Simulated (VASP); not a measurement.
# Rb (Im-3m) in VASP: notebook, part 2 of 2

VASP 6.6.1. The steps go on from the part before.

## (3) Single point, PBE (96.61 Å³/atom)

This run uses another cell than the first one, of 96.61 Å³/atom.

Input file INCAR:

```
PREC = Accurate ; ENCUT = 520
EDIFF = 1E-6 ; ISMEAR = 0
SIGMA = 0.1 ; LREAL = False
LASPH = True ; NELM = 80
ALGO = Fast ; ISIF = 2
LWAVE = False ; LCHARG = False
GGA = PE ; NBANDS = 10
```

Input file KPOINTS:

```
regular mesh
0
Gamma
  10 10 10
```

Input file POSCAR:

```
Rb
1.0
   -2.8906019153      2.8906019153      2.8906019153
    2.8906019153     -2.8906019153      2.8906019153
    2.8906019153      2.8906019153     -2.8906019153
Rb
1
Direct
    0.0000000000      0.0000000000      0.0000000000
```

Potentials or basis: VASP PAW PBE potentials, release 64 (Rb_sv).

The run is started by

```bash
$ cat potpaw_PBE.64/Rb_sv/POTCAR > POTCAR
$ mpirun -np 1 vasp_std > vasp.out
```

OUTCAR:

```text
PREC = Accurate
   ENCUT = 520
   EDIFF = 1E-6
   ISMEAR = 0
   LREAL = False
   LASPH = True
   NELM = 80
   ISIF = 2
   GGA = PE

 ion  position               nearest neighbor table
   1  0.000  0.000  0.000-

  LATTYP: Found a body centered cubic cell.
 ALAT       =     5.7812038306

  Lattice vectors:

 A1 = (  -2.8906019153,   2.8906019153,   2.8906019153)
 A2 = (   2.8906019153,  -2.8906019153,   2.8906019153)
[... 492 lines left out ...]
      9       4.3777      0.00000
     10       4.7890      0.00000

 [... further k-points ...]

------------------------ aborting loop because EDIFF is reached ----------------------------------------

  FORCE on cell =-STRESS in cart. coord.  units (eV):
  Direction    XX          YY          ZZ          XY          YZ          ZX
  --------------------------------------------------------------------------------------
  -------------------------------------------------------------------------------------
  Total       -0.0872219     -0.0872219     -0.0872219      0.0000000     -0.0000000      0.0000000
  in kB       -1.4464754     -1.4464754     -1.4464754      0.0000000     -0.0000000      0.0000000
  external PRESSURE =      -1.4464754 kB  Pullay stress =       0.0000000 kB

 VOLUME and BASIS-vectors are now :
 -----------------------------------------------------------------------------
  energy-cutoff  :      520.00
  volume of cell :       96.61
      direct lattice vectors                 reciprocal lattice vectors
    -2.890601915  2.890601915  2.890601915     0.000000000  0.172974354  0.172974354
     2.890601915 -2.890601915  2.890601915     0.172974354  0.000000000  0.172974354
     2.890601915  2.890601915 -2.890601915     0.172974354  0.172974354  0.000000000

 POSITION                                       TOTAL-FORCE (eV/Angst)
 -----------------------------------------------------------------------------------
      0.00000      0.00000      0.00000         0.000000     -0.000000      0.000000
 -----------------------------------------------------------------------------------
    total drift:                                0.000000      0.000000     -0.000000

  FREE ENERGIE OF THE ION-ELECTRON SYSTEM (eV)
  ---------------------------------------------------
  free  energy   TOTEN  =        -0.9334388376 eV

  energy  without entropy=       -0.9272211708  energy(sigma->0) =       -0.93033000
```

stdout:

```text
POSCAR found type information on POSCAR Rb
 POSCAR found :  1 types and       1 ions
 scaLAPACK will be used
 LDA part: xc-table for (Slater+PW92), standard interpolation
 POSCAR, INCAR and KPOINTS ok, starting setup
 FFT: planning ... GRIDC
 FFT: planning ... GRID_SOFT
 FFT: planning ... GRID
 WAVECAR not read
 entering main loop
```

Wall time 58 s (1 thread of Intel Xeon 8259CL, shared host); peak memory 0.25 GiB.

What came out:

```yaml
Free_energy: -0.9334 eV
Pressure: -0.1 GPa
Band_gap_on_the_k_mesh: zero (an odd number of electrons rules out a gap without spin polarisation)
```

## (4) Single point, PBE (99.34 Å³/atom)

This run uses another cell than the first one, of 99.34 Å³/atom.

Input file INCAR:

```
  ALGO = Normal
  EDIFF = 1E-6
  ENCUT = 520
  GGA = PE
  ISIF = 2
  ISMEAR = 0
  LASPH = T
  LCHARG = F
  LREAL = F
  LWAVE = F
  NBANDS = 10
  NELM = 80
  PREC = Accurate
  SIGMA = 0.1
```

Input file KPOINTS:

```
k-points
0
Gamma
  10 10 10
```

Input file POSCAR:

```
Rb
1.0
   -2.9176184524      2.9176184524      2.9176184524
    2.9176184524     -2.9176184524      2.9176184524
    2.9176184524      2.9176184524     -2.9176184524
Rb
1
Direct
    0.0000000000      0.0000000000      0.0000000000
```

The run is started by

```bash
$ cat potpaw_PBE.64/Rb_sv/POTCAR > POTCAR
$ mpirun -np 1 vasp_std > vasp.out
```

It took 45 s on 1 thread of Intel Xeon 8259CL, shared host; peak memory 0.24 GiB.

Results (log left out):

```
Free energy            : -0.9305 eV
Pressure               : -0.2 GPa
Band gap on the k mesh : zero (an odd number of electrons rules out a gap without spin polarisation)
```

Levels at points of the mesh, in eV from the Fermi level:
| k point | band 3 | band 4 | band 5 | band 6 | band 7 | band 8 |
| --- | --- | --- | --- | --- | --- | --- |
| (0.00, 0.00, 0.00) | -13.00 | -13.00 | -1.86 | 3.59 | 3.59 | 3.59 |
| (0.50, 0.00, 0.00) | -13.03 | -13.00 | 0.25 | 0.72 | 2.56 | 4.06 |
| (0.50, 0.50, 0.50) | -13.05 | -13.05 | 1.31 | 1.31 | 3.03 | 3.03 |

## (5) Relaxation of cell and atoms, PBE

This run uses another cell than the first one, of 88.04 Å³/atom.

Input file INCAR:

```
SYSTEM = Rb
PREC = Accurate
ENCUT = 600
EDIFF = 1E-6
ISMEAR = 0
SIGMA = 0.1
LREAL = .FALSE.
LASPH = .TRUE.
NELM = 80
ALGO = Normal
ISIF = 3
LWAVE = .FALSE.
LCHARG = .FALSE.
GGA = PE
IBRION = 2
NSW = 100
EDIFFG = -0.002
```

Input file KPOINTS:

```
regular mesh
0
G
  10 10 10
  0 0 0
```

Input file POSCAR:

```
Rb
1.0
   -2.8025000000      2.8025000000      2.8025000000
    2.8025000000     -2.8025000000      2.8025000000
    2.8025000000      2.8025000000     -2.8025000000
Rb
1
Direct
    0.0000000000      0.0000000000      0.0000000000
```

The run is started by

```bash
$ cat potpaw_PBE.64/Rb_sv/POTCAR > POTCAR
$ mpirun -np 1 vasp_std > vasp.out
```

Run time: 1.7 min. Hardware: 1 thread of Intel Xeon 8259CL, shared host; peak memory 0.26 GiB.

The run converged. Its results:

| Property | Result |
| --- | --- |
| Free energy | -0.9358 eV |
| Relaxed volume | 91.23 Å³/atom |
| Relaxed cell | a = 4.912 Å, b = 4.912 Å, c = 4.912 Å, α = 109.47°, β = 109.47°, γ = 109.47° |
| Space group after relaxing (to 0.1 Å) | Im-3m (No. 229) |
| Energy gained by relaxing | 1.1 meV/atom |
| Ionic steps | 4 |
| Pressure after relaxing | 0.0 GPa |
| Band gap on the k mesh | zero (an odd number of electrons rules out a gap without spin polarisation) |

Step by step:
```csv
step,energy change (eV),largest force (eV/Å),pressure (GPa),volume (Å³)
1,0.0000,0.0000,0.11,88.04
2,-0.0004,0.0000,0.08,88.81
3,-0.0010,0.0000,0.01,91.04
4,-0.0011,0.0000,0.00,91.23
```

Final structure:
```
Rb
1.0
    -2.83589    2.83589    2.83589
     2.83589   -2.83589    2.83589
     2.83589    2.83589   -2.83589
Rb
1
Direct
  0.00000 0.00000 0.00000
```

Levels at points of the mesh, in eV from the Fermi level:
```csv
k point,band 1,band 2,band 3,band 4,band 5,band 6,band 7,band 8
"(0.00, 0.00, 0.00)",-28.91,-12.95,-12.95,-12.95,-1.97,3.67,3.67,3.67
"(0.50, 0.00, 0.00)",-28.90,-13.04,-12.98,-12.95,0.24,0.77,2.58,4.24
"(0.50, 0.50, 0.50)",-28.90,-13.02,-13.02,-13.02,1.26,1.26,3.24,3.24
```

PBE usually gives volumes a little too large and moduli too small. Zero-point motion and thermal expansion aren't in these numbers.

## (6) The runs side by side

| task | cell | cutoff (eV) | gap on the mesh (eV) | pressure (GPa) |
| --- | --- | --- | --- | --- |
| single point | a = 4.959 Å, angles 109.5°, 1 atom | 520 | none | -0.1 |
| single point | a = 5.007 Å, angles 109.5°, 1 atom | 520 | none | -0.1 |
| single point | a = 5.053 Å, angles 109.5°, 1 atom | 520 | none | -0.2 |
| relaxation of cell and atoms | relaxed from a = 4.854 Å, angles 109.5°, 1 atom | 600 | none | 0.0 |

Alike in all rows: level PBE; potentials or basis VASP PAW PBE potentials, release 64 (Rb_sv); no spin polarisation; k mesh 10 × 10 × 10; smearing gaussian 0.1 eV.

Total energies depend on the potentials used, so only differences within one code and one set of settings carry meaning.
